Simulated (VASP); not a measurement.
A run of VASP 6.6.1:

POSCAR

```
Al4Bi3As
1.0
    6.1887900600      0.0000000000      0.0000000000
    0.0000000000      6.1887900600      0.0000000000
    0.0000000000      0.0000000000      6.1887900600
As Al Bi
1 4 3
Direct
    0.0000000000      0.0000000000      0.0000000000
    0.7632712754      0.7632712754      0.7632712754
    0.2367287246      0.2367287246      0.7632712754
    0.2367287246      0.7632712754      0.2367287246
    0.7632712754      0.2367287246      0.2367287246
    0.5000000000      0.5000000000      0.0000000000
    0.5000000000      0.0000000000      0.5000000000
    0.0000000000      0.5000000000      0.5000000000
```

The input INCAR.step1:

```
SYSTEM = Al4Bi3As
ALGO = Normal
EDIFF = 1E-4
ENCUT = 520
GGA = PE
ISMEAR = -1
LASPH = .True.
LCHARG = .False.
LREAL = .False.
LWAVE = .True.
NBANDS = 41
NELM = 60
PREC = Accurate
SIGMA = 0.02
```

File INCAR.step2:

```
SYSTEM = Al4Bi3As
ALGO = Normal
EDIFF = 1E-6
ENCUT = 520
ISIF = 2
ISMEAR = -1
ISTART = 1
LASPH = .True.
LCHARG = .True.
LELF = .True.
LMIXTAU = .True.
LREAL = .False.
LVHAR = .True.
LWAVE = .False.
METAGGA = R2SCAN
NBANDS = 41
NELM = 60
PREC = Accurate
SIGMA = 0.02
```

The input KPOINTS:

```
k-points
0
Gamma
  4 4 4
  0 0 0
```

Potentials or basis: VASP PAW PBE potentials, release 64 (As, Al, Bi_d).

Launch:

```sh
$ cat potpaw_PBE.64/As/POTCAR potpaw_PBE.64/Al/POTCAR potpaw_PBE.64/Bi_d/POTCAR > POTCAR
$ cp INCAR.step1 INCAR
$ mpirun -np 1 vasp_std > vasp.out
$ cp INCAR.step2 INCAR
$ mpirun -np 1 vasp_std > vasp.out
```

Hardware: 1 thread of Intel(R) Xeon(R) Platinum 8488C (Sapphire Rapids), with other jobs on the host.

Question: How long does it take, and how much memory?

Answer: Run time: 4.1 min on 1 thread of Intel(R) Xeon(R) Platinum 8488C (Sapphire Rapids) (shared host), peak memory 0.4 GiB. Counts: k points 10.
